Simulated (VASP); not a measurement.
# Mg4BrO3 (P-43m) in VASP: further runs

Runs on Mg4BrO3. Level: PBE. Tasks: single point, relaxation of cell and atoms.

All numbers are computed with VASP 6.6.1; they aren't measurements. Logs are shortened: lines on timing, memory, paths and dates and some standing lists are left out, and cuts for length are marked.

### Step 1. The cell of the first run

Symmetry: P-43m, No. 215, cubic system. The conventional cell has a = 5.019 Å, b = 5.019 Å, c = 5.019 Å, α = 90.00°, β = 90.00°, γ = 90.00°. Mg (site symmetry 3m) has 3 O at 2.07 Å and 1 Br at 2.58 Å within 2.7 Å. Within 3.4 Å of Br (site symmetry -43m) lie 4 Mg at 2.58 Å. O (site symmetry -42m) has 4 Mg at 2.07 Å within 2.7 Å.

### Step 2. Single point, PBE

INCAR reads:

```
SYSTEM = Mg4BrO3
PREC = Accurate
ENCUT = 520
EDIFF = 1E-6
ISMEAR = 0
SIGMA = 0.1
LREAL = .FALSE.
LASPH = .TRUE.
NELM = 80
ALGO = Fast
ISIF = 2
LWAVE = .FALSE.
LCHARG = .FALSE.
GGA = PE
NBANDS = 26
```

KPOINTS reads:

```
Automatic mesh
0
G
  4 4 4
  0 0 0
```

POSCAR reads:

```
Mg4BrO3
1.0
    5.0190841025      0.0000000000      0.0000000000
    0.0000000000      5.0190841025      0.0000000000
    0.0000000000      0.0000000000      5.0190841025
Mg Br O
4 1 3
Direct
    0.7969814453      0.7969814453      0.7969814453
    0.7969814453      0.2030185547      0.2030185547
    0.2030185547      0.7969814453      0.2030185547
    0.2030185547      0.2030185547      0.7969814453
    0.5000000000      0.5000000000      0.5000000000
    0.0000000000      0.0000000000      0.5000000000
    0.0000000000      0.5000000000      0.0000000000
    0.5000000000      0.0000000000      0.0000000000
```

Potentials or basis: VASP PAW PBE potentials, release 64 (Mg, Br, O).

On the command line:

```console
> cat potpaw_PBE.64/Mg/POTCAR potpaw_PBE.64/Br/POTCAR potpaw_PBE.64/O/POTCAR > POTCAR
> mpirun -np 1 vasp_std > vasp.out
```

OUTCAR:

```text
SYSTEM = Mg4BrO3
   PREC = Accurate
   ENCUT = 520
   EDIFF = 1E-6
   ISMEAR = 0
   LREAL = .FALSE.
   LASPH = .TRUE.
   NELM = 80
   ISIF = 2
   GGA = PE

 ion  position               nearest neighbor table
   1  0.797  0.797  0.797-   6 2.07   7 2.07   8 2.07   5 2.58   3 2.88   4 2.88   2 2.88   2 3.61
                             3 3.61   2 3.61   4 3.61   3 3.61   4 3.61
   2  0.797  0.203  0.203-   6 2.07   7 2.07   8 2.07   5 2.58   3 2.88   4 2.88   1 2.88   4 3.61
                             1 3.61   3 3.61   1 3.61   3 3.61   4 3.61
   3  0.203  0.797  0.203-   6 2.07   7 2.07   8 2.07   5 2.58   2 2.88   4 2.88   1 2.88   4 3.61
                             1 3.61   2 3.61   1 3.61   2 3.61   4 3.61
   4  0.203  0.203  0.797-   6 2.07   7 2.07   8 2.07   5 2.58   2 2.88   3 2.88   1 2.88   3 3.61
                             1 3.61   2 3.61   1 3.61   2 3.61   3 3.61
   5  0.500  0.500  0.500-   1 2.58   2 2.58   3 2.58   4 2.58
   6  0.000  0.000  0.500-   1 2.07   2 2.07   3 2.07   4 2.07
   7  0.000  0.500  0.000-   1 2.07   2 2.07   3 2.07   4 2.07
   8  0.500  0.000  0.000-   1 2.07   2 2.07   3 2.07   4 2.07

  LATTYP: Found a simple cubic cell.
 ALAT       =     5.0190841025

  Lattice vectors:

 A1 = (   5.0190841025,   0.0000000000,   0.0000000000)
 A2 = (   0.0000000000,   5.0190841025,   0.0000000000)
 A3 = (   0.0000000000,   0.0000000000,   5.0190841025)

Analysis of symmetry for initial positions (statically):
=====================================================================
 Subroutine PRICEL returns:
 Original cell was already a primitive cell.

 Routine SETGRP: Setting up the symmetry group for a
 simple cubic supercell.

 Subroutine GETGRP returns: Found 24 space group operations
 (whereof 24 operations were pure point group operations)
 out of a pool of 48 trial point group operations.

The static configuration has the point symmetry T_d .

Analysis of symmetry for dynamics (positions and initial velocities):
=====================================================================
 Subroutine PRICEL returns:
 Original cell was already a primitive cell.

 Routine SETGRP: Setting up the symmetry group for a
 simple cubic supercell.

 Subroutine GETGRP returns: Found 24 space group operations
 (whereof 24 operations were pure point group operations)
 out of a pool of 48 trial point group operations.

The dynamic configuration has the point symmetry T_d .

 Subroutine INISYM returns: Found 24 space group operations
 (whereof 24 operations are pure point group operations),
 and found     1 'primitive' translations

----------------------------------------------------------------------------------------

                                     Primitive cell

  volume of cell :     126.4368

  direct lattice vectors                    reciprocal lattice vectors
     5.019084102  0.000000000  0.000000000     0.199239538  0.000000000  0.000000000
     0.000000000  5.019084102  0.000000000     0.000000000  0.199239538  0.000000000
     0.000000000  0.000000000  5.019084102     0.000000000  0.000000000  0.199239538

  length of vectors
     5.019084102  5.019084102  5.019084102     0.199239538  0.199239538  0.199239538

  position of ions in fractional coordinates (direct lattice)
     0.796981445  0.796981445  0.796981445
     0.796981445  0.203018555  0.203018555
     0.203018555  0.796981445  0.203018555
     0.203018555  0.203018555  0.796981445
     0.500000000  0.500000000  0.500000000
     0.000000000  0.000000000  0.500000000
     0.000000000  0.500000000  0.000000000
     0.500000000  0.000000000  0.000000000

  ion indices of the primitive-cell ions
   primitive index   ion index
                 1           1
                 2           2
                 3           3
                 4           4
                 5           5
                 6           6
                 7           7
                 8           8

----------------------------------------------------------------------------------------

 KPOINTS: Automatic mesh

Automatic generation of k-mesh.
 Grid dimensions read from file:
 generate k-points for:    4    4    4

 Generating k-lattice:

  Cartesian coordinates                     Fractional coordinates (reciprocal lattice)
     0.049809885  0.000000000  0.000000000     0.250000000  0.000000000  0.000000000
     0.000000000  0.049809885  0.000000000     0.000000000  0.250000000  0.000000000
     0.000000000  0.000000000  0.049809885     0.000000000  0.000000000  0.250000000

  Length of vectors
     0.049809885  0.049809885  0.049809885

  Shift w.r.t. Gamma in fractional coordinates (k-lattice)
     0.000000000  0.000000000  0.000000000

 Subroutine IBZKPT returns following result:
 ===========================================

 Found     10 irreducible k-points:

 Following reciprocal coordinates:
            Coordinates               Weight
  0.000000  0.000000  0.000000      1.000000
  0.250000  0.000000  0.000000      6.000000
  0.500000  0.000000  0.000000      3.000000
  0.250000  0.250000  0.000000     12.000000
  0.500000  0.250000  0.000000     12.000000
  0.500000  0.500000  0.000000      3.000000
  0.250000  0.250000  0.250000      8.000000
  0.500000  0.250000  0.250000     12.000000
  0.500000  0.500000  0.250000      6.000000
  0.500000  0.500000  0.500000      1.000000
   k-points           NKPTS =     10   k-points in BZ     NKDIM =     10   number of bands    NBANDS=     26
   number of dos      NEDOS =    301   number of ions     NIONS =      8
   total plane-waves  NPLWV =  64000
   dimension x,y,z NGX =    40 NGY =   40 NGZ =   40
   dimension x,y,z NGXF=    80 NGYF=   80 NGZF=   80
   ions per type =               4   1   3
   NGX,Y,Z   is equivalent  to a cutoff of  13.25, 13.25, 13.25 a.u.
   NGXF,Y,Z  is equivalent  to a cutoff of  26.50, 26.50, 26.50 a.u.
 SYSTEM =  Mg4BrO3
   PREC   = accura    normal or accurate (medium, high low for compatibility)
   ISTART =      0    job   : 0-new  1-cont  2-samecut
   ICHARG =      2    charge: 1-file 2-atom 10-const
   ISPIN  =      1    spin polarized calculation?
   LNONCOLLINEAR =      F non collinear calculations
   LSORBIT =      F    spin-orbit coupling
   LASPH  =      T    aspherical Exc in radial PAW
   ENCUT  =  520.0 eV  38.22 Ry    6.18 a.u.   9.33  9.33  9.33*2*pi/ulx,y,z
   NELM   =     80;   NELMIN=  2; NELMDL= -5     # of ELM steps
   EDIFF  = 0.1E-05   stopping-criterion for ELM
   LREAL  =      F    real-space projection
   EDIFFG = 0.1E-04   stopping-criterion for IOM
   NSW    =      0    number of steps for IOM
   IBRION =     -1    ionic relax: 0-MD 1-quasi-New 2-CG
   NFREE  =      0    steps in history (QN), initial steepest desc. (CG)
   ISIF   =      2    stress and relaxation
   ISYM   =      2    0-nonsym 1-usesym 2-fastsym
   POTIM  = 0.5000    time-step for ionic-motion
   TEBEG  =    0.0;   TEEND  =   0.0 temperature during run
   PSTRESS=    0.0 pullay stress
   NELECT =      33.0000    total number of electrons
   NUPDOWN=      -1.0000    fix difference up-down
   EMIN   =  10.00;   EMAX   =-10.00  energy-range for DOS
   EFERMI =   0.00;   METHOD = LEGACY
   ISMEAR =     0;   SIGMA  =   0.10  broadening in eV -4-tet -1-fermi 0-gaus
   EFERMI_NEDOS =   21; number of points for ismear=-14 and -15
   IALGO  =     68    algorithm
   IMIX   =      4    mixing-type and parameters
     AMIX     =   0.40;   BMIX     =  1.00
     AMIX_MAG =   1.60;   BMIX_MAG =  1.00
  volume/ion in A,a.u.               =      15.80       106.65
  Fermi-wavevector in a.u.,A,eV,Ry     =   1.046217  1.977063 14.892522  1.094569
  Thomas-Fermi vector in A             =   2.181046
   LORBIT       =      0    0 simple, 1 ext, 2 COOP (PROOUT), +10 PAW based schemes
   GGA     = PE    functional components
   LHFCALC =     F    Hartree Fock is set to
   AEXX    =    0.0000 exact exchange contribution
   IVDW    =     0    specifies the selected vdW correction
   LEPSILON=     F    determine dielectric tensor
   LRPA    =     F    only Hartree local field effects (RPA)
 non-spin polarized calculation
 RMM-DIIS sequential band-by-band and
 Gauss-broadening in eV      SIGMA  =   0.10
  energy-cutoff  :      520.00
  volume of cell :      126.44
 maximum number of plane-waves:      3448
 NGX is ok and might be reduce to    40
   NGX = 19   NGY = 19   NGZ = 19

 number of electron      33.0000004 magnetization

 Free energy of the ion-electron system (eV)
  ---------------------------------------------------
  ext. energy  EPLUGINS =         0.00000000
  ---------------------------------------------------
  free energy    TOTEN  =       -38.51621022 eV

  energy without entropy =      -38.50947410  energy(sigma->0) =      -38.51284216

 E-fermi :   4.4413     XC(G=0):  -9.0852

 val. band max:        4.2312887439   @ k =   0.2500   0.2500   0.2500
 cond. band min:       4.5094590497   @ k =   0.5000   0.2500   0.0000
 fundamental gap:      0.2781703057
 Fermi energy:         4.4413320048

 k-point     1 :       0.0000    0.0000    0.0000
  band No.  band energies     occupation
      1     -14.8228      2.00000
      2     -14.3673      2.00000
      3     -14.3673      2.00000
      4     -13.5041      2.00000
      5      -2.5012      2.00000
      6      -2.5012      2.00000
[... 18 lines left out ...]
     25      10.8657      0.00000
     26      10.8657      0.00000

 k-point     2 :       0.2500    0.0000    0.0000
  band No.  band energies     occupation
      1     -14.7508      2.00000
      2     -14.4184      2.00000
      3     -14.3659      2.00000
      4     -13.5295      2.00000
      5      -2.4413      2.00000
      6      -2.3502      2.00000
[... 18 lines left out ...]
     25      10.9877      0.00000
     26      10.9877      0.00000

 k-point     3 :       0.5000    0.0000    0.0000
  band No.  band energies     occupation
      1     -14.6201      2.00000
      2     -14.5282      2.00000
      3     -14.3643      2.00000
      4     -13.5545      2.00000
      5      -2.3565      2.00000
      6      -2.1409      2.00000
[... 18 lines left out ...]
     25      11.1148      0.00000
     26      11.1191      0.00000

 k-point     4 :       0.2500    0.2500    0.0000
  band No.  band energies     occupation
      1     -14.6897      2.00000
      2     -14.4278      2.00000
      3     -14.3938      2.00000
      4     -13.5502      2.00000
      5      -2.5117      2.00000
      6      -2.3138      2.00000
[... 18 lines left out ...]
     25      10.7149      0.00000
     26      10.8441      0.00000

 k-point     5 :       0.5000    0.2500    0.0000
  band No.  band energies     occupation
      1     -14.5806      2.00000
      2     -14.5079      2.00000
      3     -14.3995      2.00000
      4     -13.5709      2.00000
      5      -2.4757      2.00000
      6      -2.3885      2.00000
[... 18 lines left out ...]
     25      10.4162      0.00000
     26      10.4740      0.00000

 k-point     6 :       0.5000    0.5000    0.0000
  band No.  band energies     occupation
      1     -14.4890      2.00000
      2     -14.4867      2.00000
      3     -14.4867      2.00000
      4     -13.5881      2.00000
      5      -2.5849      2.00000
      6      -2.5849      2.00000
[... 18 lines left out ...]
     25      10.0439      0.00000
     26      10.1871      0.00000

 k-point     7 :       0.2500    0.2500    0.2500
  band No.  band energies     occupation
      1     -14.6400      2.00000
      2     -14.4253      2.00000
      3     -14.4253      2.00000
      4     -13.5624      2.00000
      5      -2.5444      2.00000
      6      -2.5444      2.00000
[... 18 lines left out ...]
     25      10.6903      0.00000
     26      10.6903      0.00000

 k-point     8 :       0.5000    0.2500    0.2500
  band No.  band energies     occupation
      1     -14.5512      2.00000
      2     -14.4958      2.00000
      3     -14.4230      2.00000
      4     -13.5746      2.00000
      5      -2.6285      2.00000
      6      -2.5798      2.00000
[... 18 lines left out ...]
     25      10.3818      0.00000
     26      11.0603      0.00000

 k-point     9 :       0.5000    0.5000    0.2500
  band No.  band energies     occupation
      1     -14.4847      2.00000
      2     -14.4836      2.00000
      3     -14.4836      2.00000
      4     -13.5786      2.00000
      5      -2.7624      2.00000
      6      -2.7624      2.00000
[... 18 lines left out ...]
     25      10.6196      0.00000
     26      10.7421      0.00000

 k-point    10 :       0.5000    0.5000    0.5000
  band No.  band energies     occupation
      1     -14.4805      2.00000
      2     -14.4805      2.00000
      3     -14.4805      2.00000
      4     -13.5690      2.00000
      5      -2.9116      2.00000
      6      -2.9116      2.00000
[... 18 lines left out ...]
     25      11.0167      0.00000
     26      11.0167      0.00000

------------------------ aborting loop because EDIFF is reached ----------------------------------------

  FORCE on cell =-STRESS in cart. coord.  units (eV):
  Direction    XX          YY          ZZ          XY          YZ          ZX
  --------------------------------------------------------------------------------------
  -------------------------------------------------------------------------------------
  Total       -0.4156326     -0.4156326     -0.4156326      0.0000000      0.0000000     -0.0000000
  in kB       -5.2667988     -5.2667988     -5.2667988      0.0000000      0.0000000     -0.0000000
  external PRESSURE =      -5.2667988 kB  Pullay stress =       0.0000000 kB

 VOLUME and BASIS-vectors are now :
 -----------------------------------------------------------------------------
  energy-cutoff  :      520.00
  volume of cell :      126.44
      direct lattice vectors                 reciprocal lattice vectors
     5.019084102  0.000000000  0.000000000     0.199239538  0.000000000  0.000000000
     0.000000000  5.019084102  0.000000000     0.000000000  0.199239538  0.000000000
     0.000000000  0.000000000  5.019084102     0.000000000  0.000000000  0.199239538

 POSITION                                       TOTAL-FORCE (eV/Angst)
 -----------------------------------------------------------------------------------
      4.00012      4.00012      4.00012         0.018732      0.018732      0.018732
      4.00012      1.01897      1.01897         0.018732     -0.018732     -0.018732
      1.01897      4.00012      1.01897        -0.018732      0.018732     -0.018732
      1.01897      1.01897      4.00012        -0.018732     -0.018732      0.018732
      2.50954      2.50954      2.50954         0.000000      0.000000      0.000000
      0.00000      0.00000      2.50954         0.000000      0.000000      0.000000
      0.00000      2.50954      0.00000         0.000000      0.000000      0.000000
      2.50954      0.00000      0.00000         0.000000      0.000000      0.000000
 -----------------------------------------------------------------------------------
    total drift:                               -0.000000     -0.000000      0.000000

  FREE ENERGIE OF THE ION-ELECTRON SYSTEM (eV)
  ---------------------------------------------------
  free  energy   TOTEN  =       -38.5162102194 eV

  energy  without entropy=      -38.5094740976  energy(sigma->0) =      -38.51284216
```

Wall time 44 s (1 thread of Oxide Virtual Turin-like, shared host); peak memory 0.21 GiB.

Results:

| Item | Value |
| --- | --- |
| Free energy | -38.5162 eV |
| Pressure | -0.5 GPa |
| Largest force | 0.032 eV/Å |
| Band gap on the k mesh | zero (an odd number of electrons rules out a gap without spin polarisation) |

Forces on the atoms (eV/Å):
```
Mg   0.019  0.019  0.019
Mg   0.019 -0.019 -0.019
Mg  -0.019  0.019 -0.019
Mg  -0.019 -0.019  0.019
Br   0.000  0.000  0.000
O    0.000  0.000  0.000
O    0.000  0.000  0.000
O    0.000  0.000  0.000
```

Caveat: an odd number of electrons without spin polarisation forces a metal; a magnetic or distorted state may lie lower.

(Continued in part 2 of 3.)

The gap in the log of VASP goes by the Fermi energy; the results here count the filled bands.